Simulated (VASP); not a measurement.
Lu4ZrO:

```
Lu Zr O
1.0
     0.00000    3.85692    3.85692
     3.85692    0.00000    3.85692
     3.85692    3.85692    0.00000
Lu Zr O
4 1 1
Direct
  0.62277 0.12574 0.12574
  0.12574 0.62277 0.12574
  0.12574 0.12574 0.62277
  0.12574 0.12574 0.12574
  0.75000 0.75000 0.75000
  0.50000 0.50000 0.50000
```

The cell was generated, and may not be a known phase.

```yaml
Program: VASP 6.6.1
Task: relaxation of cell and atoms
Functional: PBE
Potentials_or_basis: VASP PAW PBE potentials, release 64 (Lu, Zr_sv, O)
Cutoff: 600 eV
k_mesh: 4 × 4 × 4
Occupations: gaussian, width 0.1 eV
Spin: no spin polarisation
```

At the start: pressure 24.8 GPa; volume 19.13 Å³/atom.

Q: How do energy, volume and symmetry change on relaxing?

A: Over 3 steps the energy falls by 480.1 meV/atom and the volume is 26.81 Å³/atom (+40.2 %); space group F-43m (No. 216, to 0.1 Å) before and after.

Step by step:
| step | energy change (eV) | largest force (eV/Å) | pressure (GPa) | volume (Å³) |
| --- | --- | --- | --- | --- |
| 1 | 0.0000 | 0.5987 | 24.82 | 114.75 |
| 2 | -2.8109 | 0.0334 | -2.18 | 171.31 |
| 3 | -2.8808 | 0.0159 | 0.16 | 160.84 |

Final structure:
```cif
data_structure
_symmetry_space_group_name_H-M 'P 1'
_symmetry_Int_Tables_number 1
_cell_length_a 6.1043
_cell_length_b 6.1043
_cell_length_c 6.1043
_cell_angle_alpha 60.000
_cell_angle_beta 60.000
_cell_angle_gamma 60.000
_cell_volume 160.84
loop_
_atom_site_label
_atom_site_type_symbol
_atom_site_fract_x
_atom_site_fract_y
_atom_site_fract_z
_atom_site_occupancy
Lu1 Lu 0.62831 0.12390 0.12390 1
Lu2 Lu 0.12390 0.62831 0.12390 1
Lu3 Lu 0.12390 0.12390 0.62831 1
Lu4 Lu 0.12390 0.12390 0.12390 1
Zr1 Zr 0.75000 0.75000 0.75000 1
O1 O 0.50000 0.50000 0.50000 1
```

Caveat: the volume moved by over 15 % at a fixed basis, so the end points are rough.
